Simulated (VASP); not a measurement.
# ZnS (F-43m) in VASP: a series of runs

The runs below take ZnS through single point, with PBE.

All numbers are computed with VASP 6.6.1; they aren't measurements. Logs are shortened: lines on timing, memory, paths and dates and some standing lists are left out, and cuts for length are marked.

**1. The cell of the first run**

The structure is cubic, space group F-43m (No. 216). Conventional cell: a = 5.300 Å, b = 5.300 Å, c = 5.300 Å, α = 90.00°, β = 90.00°, γ = 90.00°. Zn (site symmetry -43m) has 4 S at 2.29 Å within 3.0 Å. S (site symmetry -43m) has 4 Zn at 2.29 Å within 3.0 Å.

**2. Single point, PBE**

File INCAR:

```
SYSTEM = ZnS
ALGO     = Normal         ! electronic algorithm
EDIFF    = 1E-6           ! SCF threshold, eV
ENCUT    = 500            ! plane-wave cutoff, eV
GGA      = PE             ! functional
GGA_COMPAT= .False.      
ISIF     = 2              ! what is computed and relaxed
ISMEAR   = 0              ! smearing method
LASPH    = .True.         ! aspherical terms in the spheres
LCHARG   = .False.        ! write CHGCAR
LREAL    = .False.        ! projectors in reciprocal space
LWAVE    = .False.        ! write WAVECAR
NBANDS   = 16             ! bands
NELM     = 120            ! most SCF steps
PREC     = Accurate       ! precision mode
SIGMA    = 0.01           ! smearing width, eV
```

File KPOINTS:

```
k-points
0
Gamma
  4 4 4
  0 0 0
```

File POSCAR:

```
ZnS
1.0
    0.0000000000      2.6497804200      2.6497804200
    2.6497804200      0.0000000000      2.6497804200
    2.6497804200      2.6497804200      0.0000000000
Zn S
1 1
Direct
    0.0000000000      0.0000000000      0.0000000000
    0.2500000000      0.2500000000      0.2500000000
```

Potentials or basis: VASP PAW PBE potentials, release 64 (Zn, S).

On the command line:

```sh
cat potpaw_PBE.64/Zn/POTCAR potpaw_PBE.64/S/POTCAR > POTCAR
mpirun -np 1 vasp_std > vasp.out
```

OUTCAR:

```text
SYSTEM = ZnS
   EDIFF = 1E-6
   ENCUT = 500
   GGA = PE
   ISIF = 2
   ISMEAR = 0
   LASPH = .True.
   LREAL = .False.
   NELM = 120
   PREC = Accurate

 ion  position               nearest neighbor table
   1  0.000  0.000  0.000-   2 2.29   2 2.29   2 2.29   2 2.29
   2  0.250  0.250  0.250-   1 2.29   1 2.29   1 2.29   1 2.29

  LATTYP: Found a face centered cubic cell.
 ALAT       =     5.2995608400

  Lattice vectors:

 A1 = (   0.0000000000,   2.6497804200,   2.6497804200)
 A2 = (   2.6497804200,   0.0000000000,   2.6497804200)
 A3 = (   2.6497804200,   2.6497804200,   0.0000000000)

Analysis of symmetry for initial positions (statically):
=====================================================================
 Subroutine PRICEL returns:
 Original cell was already a primitive cell.

 Routine SETGRP: Setting up the symmetry group for a
 face centered cubic supercell.

 Subroutine GETGRP returns: Found 24 space group operations
 (whereof 24 operations were pure point group operations)
 out of a pool of 48 trial point group operations.

The static configuration has the point symmetry T_d .

Analysis of symmetry for dynamics (positions and initial velocities):
=====================================================================
 Subroutine PRICEL returns:
 Original cell was already a primitive cell.

 Routine SETGRP: Setting up the symmetry group for a
 face centered cubic supercell.

 Subroutine GETGRP returns: Found 24 space group operations
 (whereof 24 operations were pure point group operations)
 out of a pool of 48 trial point group operations.

The dynamic configuration has the point symmetry T_d .

 Subroutine INISYM returns: Found 24 space group operations
 (whereof 24 operations are pure point group operations),
 and found     1 'primitive' translations

----------------------------------------------------------------------------------------

                                     Primitive cell

  volume of cell :      37.2100

  direct lattice vectors                    reciprocal lattice vectors
     0.000000000  2.649780420  2.649780420    -0.188694881  0.188694881  0.188694881
     2.649780420  0.000000000  2.649780420     0.188694881 -0.188694881  0.188694881
     2.649780420  2.649780420  0.000000000     0.188694881  0.188694881 -0.188694881

  length of vectors
     3.747355407  3.747355407  3.747355407     0.326829120  0.326829120  0.326829120

  position of ions in fractional coordinates (direct lattice)
     0.000000000  0.000000000  0.000000000
     0.250000000  0.250000000  0.250000000

  ion indices of the primitive-cell ions
   primitive index   ion index
                 1           1
                 2           2

----------------------------------------------------------------------------------------

 KPOINTS: k-points

Automatic generation of k-mesh.
 Grid dimensions read from file:
 generate k-points for:    4    4    4

 Generating k-lattice:

  Cartesian coordinates                     Fractional coordinates (reciprocal lattice)
    -0.047173720  0.047173720  0.047173720     0.250000000  0.000000000  0.000000000
     0.047173720 -0.047173720  0.047173720     0.000000000  0.250000000  0.000000000
     0.047173720  0.047173720 -0.047173720     0.000000000  0.000000000  0.250000000

  Length of vectors
     0.081707280  0.081707280  0.081707280

  Shift w.r.t. Gamma in fractional coordinates (k-lattice)
     0.000000000  0.000000000  0.000000000

 Subroutine IBZKPT returns following result:
 ===========================================

 Found      8 irreducible k-points:

 Following reciprocal coordinates:
            Coordinates               Weight
  0.000000  0.000000  0.000000      1.000000
  0.250000  0.000000  0.000000      8.000000
  0.500000  0.000000  0.000000      4.000000
  0.250000  0.250000  0.000000      6.000000
  0.500000  0.250000  0.000000     24.000000
 -0.250000  0.250000  0.000000     12.000000
  0.500000  0.500000  0.000000      3.000000
 -0.250000  0.500000  0.250000      6.000000
   k-points           NKPTS =      8   k-points in BZ     NKDIM =      8   number of bands    NBANDS=     16
   number of dos      NEDOS =    301   number of ions     NIONS =      2
   total plane-waves  NPLWV =  21952
   dimension x,y,z NGX =    28 NGY =   28 NGZ =   28
   dimension x,y,z NGXF=    56 NGYF=   56 NGZF=   56
   ions per type =               1   1
   NGX,Y,Z   is equivalent  to a cutoff of  12.42, 12.42, 12.42 a.u.
   NGXF,Y,Z  is equivalent  to a cutoff of  24.84, 24.84, 24.84 a.u.
 SYSTEM =  ZnS
   PREC   = accura    normal or accurate (medium, high low for compatibility)
   ISTART =      0    job   : 0-new  1-cont  2-samecut
   ICHARG =      2    charge: 1-file 2-atom 10-const
   ISPIN  =      1    spin polarized calculation?
   LNONCOLLINEAR =      F non collinear calculations
   LSORBIT =      F    spin-orbit coupling
   LASPH  =      T    aspherical Exc in radial PAW
   ENCUT  =  500.0 eV  36.75 Ry    6.06 a.u.   6.83  6.83  6.83*2*pi/ulx,y,z
   NELM   =    120;   NELMIN=  2; NELMDL= -5     # of ELM steps
   EDIFF  = 0.1E-05   stopping-criterion for ELM
   LREAL  =      F    real-space projection
   EDIFFG = 0.1E-04   stopping-criterion for IOM
   NSW    =      0    number of steps for IOM
   IBRION =     -1    ionic relax: 0-MD 1-quasi-New 2-CG
   NFREE  =      0    steps in history (QN), initial steepest desc. (CG)
   ISIF   =      2    stress and relaxation
   ISYM   =      2    0-nonsym 1-usesym 2-fastsym
   POTIM  = 0.5000    time-step for ionic-motion
   TEBEG  =    0.0;   TEEND  =   0.0 temperature during run
   PSTRESS=    0.0 pullay stress
   NELECT =      18.0000    total number of electrons
   NUPDOWN=      -1.0000    fix difference up-down
   EMIN   =  10.00;   EMAX   =-10.00  energy-range for DOS
   EFERMI =   0.00;   METHOD = LEGACY
   ISMEAR =     0;   SIGMA  =   0.01  broadening in eV -4-tet -1-fermi 0-gaus
   EFERMI_NEDOS =   21; number of points for ismear=-14 and -15
   IALGO  =     38    algorithm
   IMIX   =      4    mixing-type and parameters
     AMIX     =   0.40;   BMIX     =  1.00
     AMIX_MAG =   1.60;   BMIX_MAG =  1.00
  volume/ion in A,a.u.               =      18.60       125.55
  Fermi-wavevector in a.u.,A,eV,Ry     =   1.285126  2.428536 22.470693  1.651549
  Thomas-Fermi vector in A             =   2.417279
   LORBIT       =      0    0 simple, 1 ext, 2 COOP (PROOUT), +10 PAW based schemes
   GGA     = PE    functional components
   LHFCALC =     F    Hartree Fock is set to
   AEXX    =    0.0000 exact exchange contribution
   IVDW    =     0    specifies the selected vdW correction
   LEPSILON=     F    determine dielectric tensor
   LRPA    =     F    only Hartree local field effects (RPA)
 non-spin polarized calculation
 Gauss-broadening in eV      SIGMA  =   0.01
  energy-cutoff  :      500.00
  volume of cell :       37.21
 maximum number of plane-waves:       960
   NGX = 13   NGY = 13   NGZ = 13

 number of electron      18.0000015 magnetization

 Free energy of the ion-electron system (eV)
  ---------------------------------------------------
  ext. energy  EPLUGINS =         0.00000000
  ---------------------------------------------------
  free energy    TOTEN  =        -6.73637223 eV

  energy without entropy =       -6.73637223  energy(sigma->0) =       -6.73637223

 E-fermi :   2.7720     XC(G=0):  -9.8976

 val. band max:        2.6993191261   @ k =   0.0000   0.0000   0.0000
 cond. band min:       5.0656649223   @ k =   0.0000   0.0000   0.0000
 fundamental gap:      2.3663457962
 Fermi energy:         2.7720398902

 k-point     1 :       0.0000    0.0000    0.0000
  band No.  band energies     occupation
      1     -10.8671      2.00000
      2      -3.9140      2.00000
      3      -3.9140      2.00000
      4      -3.9140      2.00000
      5      -3.3471      2.00000
      6      -3.3471      2.00000
[... 8 lines left out ...]
     15      14.5136      0.00000
     16      14.8881      0.00000

 k-point     2 :       0.2500    0.0000    0.0000
  band No.  band energies     occupation
      1     -10.3975      2.00000
      2      -3.8824      2.00000
      3      -3.8386      2.00000
      4      -3.8386      2.00000
      5      -3.3455      2.00000
      6      -3.3455      2.00000
[... 8 lines left out ...]
     15      13.6980      0.00000
     16      15.0617      0.00000

 k-point     3 :       0.5000    0.0000    0.0000
  band No.  band energies     occupation
      1      -9.8248      2.00000
      2      -3.7853      2.00000
      3      -3.7853      2.00000
      4      -3.3116      2.00000
      5      -3.3116      2.00000
      6      -3.1400      2.00000
[... 8 lines left out ...]
     15      16.2451      0.00000
     16      16.2451      0.00000

 k-point     4 :       0.2500    0.2500    0.0000
  band No.  band energies     occupation
      1     -10.2399      2.00000
      2      -3.9924      2.00000
      3      -3.7497      2.00000
      4      -3.7497      2.00000
      5      -3.3955      2.00000
      6      -3.3030      2.00000
[... 8 lines left out ...]
     15      15.2930      0.00000
     16      18.9833      0.00000

 k-point     5 :       0.5000    0.2500    0.0000
  band No.  band energies     occupation
      1      -9.6636      2.00000
      2      -3.8457      2.00000
      3      -3.6586      2.00000
      4      -3.5456      2.00000
      5      -3.2962      2.00000
      6      -3.1735      2.00000
[... 8 lines left out ...]
     15      16.3682      0.00000
     16      17.9132      0.00000

 k-point     6 :      -0.2500    0.2500    0.0000
  band No.  band energies     occupation
      1      -9.8575      2.00000
      2      -3.7823      2.00000
      3      -3.7362      2.00000
      4      -3.6407      2.00000
      5      -3.3653      2.00000
      6      -3.2805      2.00000
[... 8 lines left out ...]
     15      16.2779      0.00000
     16      17.6368      0.00000

 k-point     7 :       0.5000    0.5000    0.0000
  band No.  band energies     occupation
      1      -9.4721      2.00000
      2      -3.9974      2.00000
      3      -3.5239      2.00000
      4      -3.5239      2.00000
      5      -3.2588      2.00000
      6      -3.1079      2.00000
[... 8 lines left out ...]
     15      16.4851      0.00000
     16      17.4390      0.00000

 k-point     8 :      -0.2500    0.5000    0.2500
  band No.  band energies     occupation
      1      -9.4654      2.00000
      2      -3.7853      2.00000
      3      -3.5923      2.00000
      4      -3.4309      2.00000
      5      -3.3895      2.00000
      6      -2.8835      2.00000
[... 8 lines left out ...]
     15      16.8282      0.00000
     16      17.9116      0.00000

------------------------ aborting loop because EDIFF is reached ----------------------------------------

  FORCE on cell =-STRESS in cart. coord.  units (eV):
  Direction    XX          YY          ZZ          XY          YZ          ZX
  --------------------------------------------------------------------------------------
  -------------------------------------------------------------------------------------
  Total        1.6641819      1.6641819      1.6641819      0.0000000      0.0000000     -0.0000000
  in kB       71.6558630     71.6558630     71.6558630      0.0000000      0.0000000     -0.0000000
  external PRESSURE =      71.6558630 kB  Pullay stress =       0.0000000 kB

 VOLUME and BASIS-vectors are now :
 -----------------------------------------------------------------------------
  energy-cutoff  :      500.00
  volume of cell :       37.21
      direct lattice vectors                 reciprocal lattice vectors
     0.000000000  2.649780420  2.649780420    -0.188694881  0.188694881  0.188694881
     2.649780420  0.000000000  2.649780420     0.188694881 -0.188694881  0.188694881
     2.649780420  2.649780420  0.000000000     0.188694881  0.188694881 -0.188694881

 POSITION                                       TOTAL-FORCE (eV/Angst)
 -----------------------------------------------------------------------------------
      0.00000      0.00000      0.00000         0.000000      0.000000      0.000000
      1.32489      1.32489      1.32489        -0.000000     -0.000000     -0.000000
 -----------------------------------------------------------------------------------
    total drift:                                0.000001      0.000001      0.000001

  FREE ENERGIE OF THE ION-ELECTRON SYSTEM (eV)
  ---------------------------------------------------
  free  energy   TOTEN  =        -6.7363722313 eV

  energy  without entropy=       -6.7363722313  energy(sigma->0) =       -6.73637223
```

Wall time 4.2 s (1 thread of Intel Xeon 6975P-C (Granite Rapids), shared host); peak memory 0.14 GiB.

What came out:

```
Free energy            : -6.7364 eV
Pressure               : 7.2 GPa
Band gap on the k mesh : 2.37 eV, direct
```

Caveat: the k points lie up to 0.51 Å⁻¹ apart. PBE gaps usually lie below the measured ones, often by a third to a half.

**3. Single point, PBE**

File INCAR:

```
ALGO = Normal
EDIFF = 1E-6
ENCUT = 500
GGA = PE
GGA_COMPAT = F
ISIF = 2
ISMEAR = 0
LASPH = T
LCHARG = F
LREAL = F
LWAVE = F
NBANDS = 16
NELM = 120
PREC = Accurate
SIGMA = 0.01
```

File KPOINTS:

```
k-points
0
Gamma
  4 4 4
```

POSCAR is that of step 2.

Potentials or basis: VASP PAW PBE potentials, release 64 (Zn, S).

On the command line:

```sh
cat potpaw_PBE.64/Zn/POTCAR potpaw_PBE.64/S/POTCAR > POTCAR
mpirun -np 1 vasp_std > vasp.out
```

OUTCAR:

```text
EDIFF = 1E-6
   ENCUT = 500
   GGA = PE
   ISIF = 2
   ISMEAR = 0
   LASPH = T
   LREAL = F
   NELM = 120
   PREC = Accurate

 ion  position               nearest neighbor table
   1  0.000  0.000  0.000-   2 2.29   2 2.29   2 2.29   2 2.29
   2  0.250  0.250  0.250-   1 2.29   1 2.29   1 2.29   1 2.29

  LATTYP: Found a face centered cubic cell.
 ALAT       =     5.2995608400

  Lattice vectors:

 A1 = (   0.0000000000,   2.6497804200,   2.6497804200)
 A2 = (   2.6497804200,   0.0000000000,   2.6497804200)
 A3 = (   2.6497804200,   2.6497804200,   0.0000000000)

Analysis of symmetry for initial positions (statically):
=====================================================================
 Subroutine PRICEL returns:
 Original cell was already a primitive cell.

 Routine SETGRP: Setting up the symmetry group for a
 face centered cubic supercell.

 Subroutine GETGRP returns: Found 24 space group operations
 (whereof 24 operations were pure point group operations)
 out of a pool of 48 trial point group operations.

The static configuration has the point symmetry T_d .

Analysis of symmetry for dynamics (positions and initial velocities):
[... 142 lines left out ...]
 E-fermi :   2.7720     XC(G=0):  -9.8976

 val. band max:        2.6993191261   @ k =   0.0000   0.0000   0.0000
 cond. band min:       5.0656649223   @ k =   0.0000   0.0000   0.0000
 fundamental gap:      2.3663457962
 Fermi energy:         2.7720398902

 k-point     1 :       0.0000    0.0000    0.0000
  band No.  band energies     occupation
      1     -10.8671      2.00000
      2      -3.9140      2.00000
      3      -3.9140      2.00000
      4      -3.9140      2.00000
      5      -3.3471      2.00000
      6      -3.3471      2.00000
[... 129 lines left out ...]
      3      -3.5923      2.00000
      4      -3.4309      2.00000
      5      -3.3895      2.00000
      6      -2.8835      2.00000
[... 8 lines left out ...]
     15      16.8282      0.00000
     16      17.9116      0.00000

------------------------ aborting loop because EDIFF is reached ----------------------------------------

  FORCE on cell =-STRESS in cart. coord.  units (eV):
  Direction    XX          YY          ZZ          XY          YZ          ZX
  --------------------------------------------------------------------------------------
  -------------------------------------------------------------------------------------
  Total        1.6641819      1.6641819      1.6641819      0.0000000      0.0000000     -0.0000000
  in kB       71.6558630     71.6558630     71.6558630      0.0000000      0.0000000     -0.0000000
  external PRESSURE =      71.6558630 kB  Pullay stress =       0.0000000 kB

 VOLUME and BASIS-vectors are now :
 -----------------------------------------------------------------------------
  energy-cutoff  :      500.00
  volume of cell :       37.21
      direct lattice vectors                 reciprocal lattice vectors
     0.000000000  2.649780420  2.649780420    -0.188694881  0.188694881  0.188694881
     2.649780420  0.000000000  2.649780420     0.188694881 -0.188694881  0.188694881
     2.649780420  2.649780420  0.000000000     0.188694881  0.188694881 -0.188694881

 POSITION                                       TOTAL-FORCE (eV/Angst)
 -----------------------------------------------------------------------------------
      0.00000      0.00000      0.00000         0.000000      0.000000      0.000000
      1.32489      1.32489      1.32489        -0.000000     -0.000000     -0.000000
 -----------------------------------------------------------------------------------
    total drift:                                0.000001      0.000001      0.000001

  FREE ENERGIE OF THE ION-ELECTRON SYSTEM (eV)
  ---------------------------------------------------
  free  energy   TOTEN  =        -6.7363722313 eV

  energy  without entropy=       -6.7363722313  energy(sigma->0) =       -6.73637223
```

stdout:

```text
POSCAR found type information on POSCAR ZnS
 POSCAR found :  2 types and       2 ions
 scaLAPACK will be used
 LDA part: xc-table for (Slater+PW92), standard interpolation
 POSCAR, INCAR and KPOINTS ok, starting setup
 FFT: planning ... GRIDC
 FFT: planning ... GRID_SOFT
 FFT: planning ... GRID
 WAVECAR not read
 entering main loop
```

Wall time 3.9 s (1 thread of Intel Xeon 6975P-C (Granite Rapids), shared host); peak memory 0.15 GiB.

What came out:

- Free energy: -6.7364 eV
- Pressure: 7.2 GPa
- Band gap on the k mesh: 2.37 eV, direct

Caveat: the k points lie up to 0.51 Å⁻¹ apart. PBE gaps usually lie below the measured ones, often by a third to a half.

(Continued in part 2 of 2.)
